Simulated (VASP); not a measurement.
Here is a VASP 6.6.1 calculation.

The input POSCAR:

```
AlGaN2
1.0
    3.0521151471      0.0000000000      0.0000000000
    0.0000000000      3.0521151471      0.0000000000
    0.0000000000      0.0000000000      4.2984798203
Al Ga N
1 1 2
Direct
    0.5000000000      0.5000000000      0.5000000000
    0.0000000000      0.0000000000      0.0000000000
    0.5000000000      0.0000000000      0.7390100959
    0.0000000000      0.5000000000      0.2609899041
```

File INCAR.step1:

```
ALGO = Normal
EDIFF = 1E-4
ENCUT = 600
GGA = PE
ISMEAR = 0
LASPH = True
LCHARG = False
LREAL = False
LWAVE = True
NELM = 100
PREC = Accurate
SIGMA = 0.02
```

The input INCAR.step2:

```
ALGO = Normal
EDIFF = 1E-6
EDIFFG = -0.008
ENCUT = 600
IBRION = 2
ISIF = 3
ISMEAR = 0
ISTART = 1
LASPH = True
LCHARG = False
LMIXTAU = True
LREAL = False
LWAVE = False
METAGGA = R2SCAN
NELM = 100
NSW = 70
PREC = Accurate
PSTRESS = 200.0
SIGMA = 0.02
```

File KPOINTS:

```
k-points
0
Gamma
  8 8 6
```

Potentials or basis: VASP PAW PBE potentials, release 64 (Al, Ga_d, N).

Run with:

```console
$ cat potpaw_PBE.64/Al/POTCAR potpaw_PBE.64/Ga_d/POTCAR potpaw_PBE.64/N/POTCAR > POTCAR
$ cp INCAR.step1 INCAR
$ mpirun -np 1 vasp_std > vasp.out
$ cp INCAR.step2 INCAR
$ mpirun -np 1 vasp_std > vasp.out
```

Q: Predict the band gap on the k mesh.

A: 3.88 eV (least direct gap 4.00 eV).

Q: Estimate the space group after relaxing (to 0.1 Å).

A: P-4m2 (No. 115).

Q: What does it give for the relaxed volume?

A: 10.05 Å³/atom.

Step by step:
```tsv
step	energy change (eV)	largest force (eV/Å)	pressure (GPa)	volume (Å³)
1	0.0000	0.1202	21.03	40.04
2	-0.0463	0.0656	18.39	40.42
3	-0.0224	0.0336	19.81	40.21
4	-0.0219	0.0352	19.86	40.21
5	-0.0172	0.0135	20.09	40.17
6	-0.0190	0.0026	19.94	40.19
7	-0.0185	0.0017	20.02	40.18
```

Caveat: the cell is relaxed towards a set pressure, so the run minimises the enthalpy, not the energy; the PAW data sets were made with another functional, which shifts forces and pressure a little. A k mesh can miss the band edges.
